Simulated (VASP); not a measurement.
# TiO2 (R-3m) in VASP: further runs

The runs below take TiO2 through single point, with PBE+D3(BJ).

All numbers are computed with VASP 6.6.1; they aren't measurements. Logs are shortened: lines on timing, memory, paths and dates and some standing lists are left out, and cuts for length are marked.

## (1) The cell of the first run

It takes space group R-3m (No. 166, trigonal). Conventional cell: a = 2.975 Å, b = 2.975 Å, c = 14.565 Å, α = 90.00°, β = 90.00°, γ = 120.00°. Ti (site symmetry -3m) has 6 O at 1.97 Å within 2.6 Å. Within 2.6 Å of O (site symmetry 3m) lie 3 Ti at 1.97 Å and 3 O at 2.59 Å.

## (2) Single point, PBE+D3(BJ), collinear spin

INCAR reads:

```
PREC = Accurate ; ENCUT = 520
EDIFF = 1E-6 ; ISMEAR = 0
SIGMA = 0.1 ; LREAL = False
LASPH = True ; NELM = 150
ALGO = Normal ; ISIF = 2
LWAVE = False ; LCHARG = False
ISPIN = 2 ; MAGMOM = 1 0 0
LORBIT = 11 ; LMAXMIX = 4
GGA = PE ; IVDW = 12
NBANDS = 23
```

KPOINTS reads:

```
regular mesh
0
Gamma
  6 6 6
```

POSCAR reads:

```
TiO2
1.0
    1.4873175284      0.8587031754      4.8549639105
   -1.4873175284      0.8587031754      4.8549639105
    0.0000000000     -1.7174063508      4.8549639105
Ti O
1 2
Direct
    0.0000000000      0.0000000000      0.0000000000
    0.6002383688      0.6002383688      0.6002383688
    0.3997616312      0.3997616312      0.3997616312
```

Potentials or basis: VASP PAW PBE potentials, release 64 (Ti_sv, O).

The run is started by

```sh
$ cat potpaw_PBE.64/Ti_sv/POTCAR potpaw_PBE.64/O/POTCAR > POTCAR
$ mpirun -np 1 vasp_std > vasp.out
```

OUTCAR:

```text
PREC = Accurate
   ENCUT = 520
   EDIFF = 1E-6
   ISMEAR = 0
   LREAL = False
   LASPH = True
   NELM = 150
   ISIF = 2
   ISPIN = 2
   LORBIT = 11
   GGA = PE
   IVDW = 12
 IVDW          = 12

 ion  position               nearest neighbor table
   1  0.000  0.000  0.000-   2 1.97   2 1.97   3 1.97   3 1.97   2 1.97   3 1.97
   2  0.600  0.600  0.600-   1 1.97   1 1.97   1 1.97
   3  0.400  0.400  0.400-   1 1.97   1 1.97   1 1.97

  LATTYP: Found a trigonal (rhomboedric) cell.
 ALAT       =     5.1497727276
 COS(alpha) =     0.8331749506

  Lattice vectors:

 A1 = (   1.4873175284,   0.8587031754,   4.8549639105)
 A2 = (  -1.4873175284,   0.8587031754,   4.8549639105)
 A3 = (   0.0000000000,  -1.7174063508,   4.8549639105)

Analysis of symmetry for initial positions (statically):
=====================================================================
 Subroutine PRICEL returns:
 Original cell was already a primitive cell.

 Routine SETGRP: Setting up the symmetry group for a
 trigonal (rhombohedral) supercell.

 Subroutine GETGRP returns: Found 12 space group operations
 (whereof 12 operations were pure point group operations)
 out of a pool of 12 trial point group operations.

The static configuration has the point symmetry D_3d.

Analysis of symmetry for dynamics (positions and initial velocities):
=====================================================================
 Subroutine PRICEL returns:
 Original cell was already a primitive cell.

 Routine SETGRP: Setting up the symmetry group for a
 trigonal (rhombohedral) supercell.

 Subroutine GETGRP returns: Found 12 space group operations
 (whereof 12 operations were pure point group operations)
 out of a pool of 12 trial point group operations.

The dynamic configuration has the point symmetry D_3d.

Analysis of structural, dynamic, and magnetic symmetry:
=====================================================================
 Subroutine PRICEL returns:
 Original cell was already a primitive cell.

 Routine SETGRP: Setting up the symmetry group for a
 trigonal (rhombohedral) supercell.

 Subroutine GETGRP returns: Found 12 space group operations
 (whereof 12 operations were pure point group operations)
 out of a pool of 12 trial point group operations.

The overall configuration has the point symmetry D_3d.

 Subroutine INISYM returns: Found 12 space group operations
 (whereof 12 operations are pure point group operations),
 and found     1 'primitive' translations

----------------------------------------------------------------------------------------

                                     Primitive cell

  volume of cell :      37.2035

  direct lattice vectors                    reciprocal lattice vectors
     1.487317528  0.858703175  4.854963911     0.336175692  0.194091127  0.068658252
    -1.487317528  0.858703175  4.854963911    -0.336175692  0.194091127  0.068658252
     0.000000000 -1.717406351  4.854963911     0.000000000 -0.388182253  0.068658252

  length of vectors
     5.149772728  5.149772728  5.149772728     0.394207328  0.394207328  0.394207328

  position of ions in fractional coordinates (direct lattice)
     0.000000000  0.000000000  0.000000000
     0.600238369  0.600238369  0.600238369
     0.399761631  0.399761631  0.399761631

  ion indices of the primitive-cell ions
   primitive index   ion index
                 1           1
                 2           2
                 3           3

----------------------------------------------------------------------------------------

 KPOINTS: regular mesh

Automatic generation of k-mesh.
 Grid dimensions read from file:
 generate k-points for:    6    6    6

 Generating k-lattice:

  Cartesian coordinates                     Fractional coordinates (reciprocal lattice)
     0.056029282  0.032348521  0.011443042     0.166666667  0.000000000  0.000000000
    -0.056029282  0.032348521  0.011443042     0.000000000  0.166666667  0.000000000
     0.000000000 -0.064697042  0.011443042     0.000000000  0.000000000  0.166666667

  Length of vectors
     0.065701221  0.065701221  0.065701221

  Shift w.r.t. Gamma in fractional coordinates (k-lattice)
     0.000000000  0.000000000  0.000000000

 Subroutine IBZKPT returns following result:
 ===========================================

 Found     32 irreducible k-points:

 Following reciprocal coordinates:
            Coordinates               Weight
  0.000000  0.000000  0.000000      1.000000
  0.166667 -0.000000 -0.000000      6.000000
  0.333333 -0.000000  0.000000      6.000000
  0.500000  0.000000  0.000000      3.000000
  0.166667  0.166667  0.000000      6.000000
  0.333333  0.166667  0.000000     12.000000
[... 16 lines left out ...]
  0.500000  0.500000  0.166667      6.000000
 -0.333333  0.500000  0.166667     12.000000
 [... further k-points ...]
   k-points           NKPTS =     32   k-points in BZ     NKDIM =     32   number of bands    NBANDS=     23
   number of dos      NEDOS =    301   number of ions     NIONS =      3
   total plane-waves  NPLWV =  64000
   dimension x,y,z NGX =    40 NGY =   40 NGZ =   40
   dimension x,y,z NGXF=    80 NGYF=   80 NGZF=   80
   ions per type =               1   2
   NGX,Y,Z   is equivalent  to a cutoff of  12.91, 12.91, 12.91 a.u.
   NGXF,Y,Z  is equivalent  to a cutoff of  25.83, 25.83, 25.83 a.u.
 SYSTEM =  unknown system
   PREC   = accura    normal or accurate (medium, high low for compatibility)
   ISTART =      0    job   : 0-new  1-cont  2-samecut
   ICHARG =      2    charge: 1-file 2-atom 10-const
   ISPIN  =      2    spin polarized calculation?
   LNONCOLLINEAR =      F non collinear calculations
   LSORBIT =      F    spin-orbit coupling
   LASPH  =      T    aspherical Exc in radial PAW
   ENCUT  =  520.0 eV  38.22 Ry    6.18 a.u.   9.58  9.58  9.58*2*pi/ulx,y,z
   NELM   =    150;   NELMIN=  2; NELMDL= -5     # of ELM steps
   EDIFF  = 0.1E-05   stopping-criterion for ELM
   LREAL  =      F    real-space projection
   EDIFFG = 0.1E-04   stopping-criterion for IOM
   NSW    =      0    number of steps for IOM
   IBRION =     -1    ionic relax: 0-MD 1-quasi-New 2-CG
   NFREE  =      0    steps in history (QN), initial steepest desc. (CG)
   ISIF   =      2    stress and relaxation
   ISYM   =      2    0-nonsym 1-usesym 2-fastsym
   POTIM  = 0.5000    time-step for ionic-motion
   TEBEG  =    0.0;   TEEND  =   0.0 temperature during run
   PSTRESS=    0.0 pullay stress
   NELECT =      24.0000    total number of electrons
   NUPDOWN=      -1.0000    fix difference up-down
   EMIN   =  10.00;   EMAX   =-10.00  energy-range for DOS
   EFERMI =   0.00;   METHOD = LEGACY
   ISMEAR =     0;   SIGMA  =   0.10  broadening in eV -4-tet -1-fermi 0-gaus
   EFERMI_NEDOS =   21; number of points for ismear=-14 and -15
   IALGO  =     38    algorithm
   IMIX   =      4    mixing-type and parameters
     AMIX     =   0.40;   BMIX     =  1.00
     AMIX_MAG =   1.60;   BMIX_MAG =  1.00
  volume/ion in A,a.u.               =      12.40        83.69
  Fermi-wavevector in a.u.,A,eV,Ry     =   1.414547  2.673105 27.224467  2.000942
  Thomas-Fermi vector in A             =   2.536077
   LORBIT       =     11    0 simple, 1 ext, 2 COOP (PROOUT), +10 PAW based schemes
   GGA     = PE    functional components
   LHFCALC =     F    Hartree Fock is set to
   AEXX    =    0.0000 exact exchange contribution
   IVDW    =    12    specifies the selected vdW correction
   LEPSILON=     F    determine dielectric tensor
   LRPA    =     F    only Hartree local field effects (RPA)
 spin polarized calculation
 Gauss-broadening in eV      SIGMA  =   0.10
  energy-cutoff  :      520.00
  volume of cell :       37.20
 maximum number of plane-waves:      1033
 NGX is ok and might be reduce to    40
   NGX = 19   NGY = 19   NGZ = 19

 number of electron      23.9999998 magnetization       0.0000002

 number of electron      23.9999998 magnetization      -0.0000002

 Free energy of the ion-electron system (eV)
  ---------------------------------------------------
  ext. energy  EPLUGINS =         0.00000000
  ---------------------------------------------------
  free energy    TOTEN  =       -26.45209089 eV

  energy without entropy =      -26.45209089  energy(sigma->0) =      -26.45209089

 E-fermi :   2.9684     XC(G=0): -10.0985

 val. band max:        2.4219635442   @ k =  -0.1667   0.1667   0.0000
 cond. band min:       4.8926434832   @ k =   0.0000   0.0000   0.0000
 fundamental gap:      2.4706799391
 Fermi energy:         2.9684326862

 spin component 1

 k-point     1 :       0.0000    0.0000    0.0000
  band No.  band energies     occupation
      1     -54.1456      1.00000
      2     -30.4152      1.00000
      3     -30.1227      1.00000
      4     -30.1227      1.00000
      5     -15.3373      1.00000
      6     -13.4310      1.00000
[... 15 lines left out ...]
     22      23.9176      0.00000
     23      23.9176      0.00000
[... 575 lines left out ...]
      1     -54.0704      1.00000
      2     -30.6481      1.00000
      3     -30.3275      1.00000
      4     -30.2761      1.00000
      5     -14.2423      1.00000
      6     -13.7843      1.00000
[... 15 lines left out ...]
     22      21.4541      0.00000
     23      22.1009      0.00000

 [... further k-points ...]

 spin component 2

 k-point     1 :       0.0000    0.0000    0.0000
  band No.  band energies     occupation
      1     -54.1455      1.00000
      2     -30.4153      1.00000
      3     -30.1228      1.00000
      4     -30.1228      1.00000
      5     -15.3372      1.00000
      6     -13.4310      1.00000
[... 15 lines left out ...]
     22      23.9175      0.00000
     23      23.9175      0.00000
[... 575 lines left out ...]
      1     -54.0703      1.00000
      2     -30.6481      1.00000
      3     -30.3275      1.00000
      4     -30.2761      1.00000
      5     -14.2423      1.00000
      6     -13.7843      1.00000
[... 15 lines left out ...]
     22      21.4543      0.00000
     23      22.1010      0.00000

 [... further k-points ...]

------------------------ aborting loop because EDIFF is reached ----------------------------------------

 Edisp (eV)   -0.60034

 E8    (eV) :    -0.2337

  FORCE on cell =-STRESS in cart. coord.  units (eV):
  Direction    XX          YY          ZZ          XY          YZ          ZX
  --------------------------------------------------------------------------------------
  -------------------------------------------------------------------------------------
  Total       0.10610     0.10610     0.04632     0.00000    -0.00000     0.00000
  in kB       4.56915     4.56915     1.99467     0.00000    -0.00000     0.00000
  external pressure =        3.71 kB  Pullay stress =        0.00 kB

 VOLUME and BASIS-vectors are now :
 -----------------------------------------------------------------------------
  energy-cutoff  :      520.00
  volume of cell :       37.20
      direct lattice vectors                 reciprocal lattice vectors
     1.487317528  0.858703175  4.854963911     0.336175692  0.194091127  0.068658252
    -1.487317528  0.858703175  4.854963911    -0.336175692  0.194091127  0.068658252
     0.000000000 -1.717406351  4.854963911     0.000000000 -0.388182253  0.068658252

 POSITION                                       TOTAL-FORCE (eV/Angst)
 -----------------------------------------------------------------------------------
      0.00000      0.00000      0.00000        -0.000000     -0.000000     -0.000000
      0.00000      0.00000      8.74241         0.000000     -0.000000     -0.037789
      0.00000      0.00000      5.82248         0.000000      0.000000      0.037789
 -----------------------------------------------------------------------------------
    total drift:                               -0.000000     -0.000000      0.000000

  FREE ENERGIE OF THE ION-ELECTRON SYSTEM (eV)
  ---------------------------------------------------
  free  energy   TOTEN  =       -27.0524358142 eV

  energy  without entropy=      -27.0524358142  energy(sigma->0) =      -27.05243581

 total charge

# of ion       s       p       d       tot
------------------------------------------
    1        2.216   6.297   1.767  10.280
    2        1.578   3.463   0.000   5.042
    3        1.578   3.463   0.000   5.042
--------------------------------------------------
tot          5.373  13.224   1.767  20.363

 magnetization (x)

# of ion       s       p       d       tot
------------------------------------------
    1        0.000  -0.000  -0.000  -0.000
    2       -0.000   0.000   0.000  -0.000
    3       -0.000   0.000   0.000  -0.000
--------------------------------------------------
tot          0.000  -0.000  -0.000  -0.000
```

Run time: 70 s. Hardware: 1 thread of Intel Xeon 6975P-C (Granite Rapids), shared host; peak memory 0.3 GiB.

What came out:

* Free energy: -27.0524 eV
* Pressure: 0.4 GPa
* Largest force: 0.038 eV/Å
* Band gap on the k mesh: 2.47 eV (least direct gap 2.78 eV)
* Net moment: 0.00 μB per cell
* Valence electrons inside the program's atomic spheres: Ti 10.28; O 5.04
* Dispersion energy per atom: -0.200 eV

Forces on the atoms (eV/Å):
```
Ti   0.000  0.000  0.000
O    0.000  0.000 -0.038
O    0.000  0.000  0.038
```

Levels at points of the mesh, in eV from the valence-band top:
Spin up:
```tsv
k point	band 10	band 11	band 12	band 13	band 14	band 15
(0.00, 0.00, 0.00)	-0.47	-0.47	-0.31	2.47	2.47	4.12
(0.50, 0.00, 0.00)	-1.76	-1.41	-1.14	2.72	3.54	3.63
(0.50, 0.50, 0.00)	-2.18	-1.49	-0.65	2.69	3.54	3.60
(0.50, 0.50, 0.50)	-1.46	-0.40	-0.40	2.47	2.47	4.28
```
Spin down:
| k point | band 10 | band 11 | band 12 | band 13 | band 14 | band 15 |
| --- | --- | --- | --- | --- | --- | --- |
| (0.00, 0.00, 0.00) | -0.47 | -0.47 | -0.31 | 2.47 | 2.47 | 4.12 |
| (0.50, 0.00, 0.00) | -1.76 | -1.41 | -1.14 | 2.72 | 3.54 | 3.63 |
| (0.50, 0.50, 0.00) | -2.18 | -1.49 | -0.65 | 2.69 | 3.54 | 3.60 |
| (0.50, 0.50, 0.50) | -1.46 | -0.40 | -0.40 | 2.47 | 2.47 | 4.28 |

A k mesh can miss the band edges.

[end of part 1 of 2]
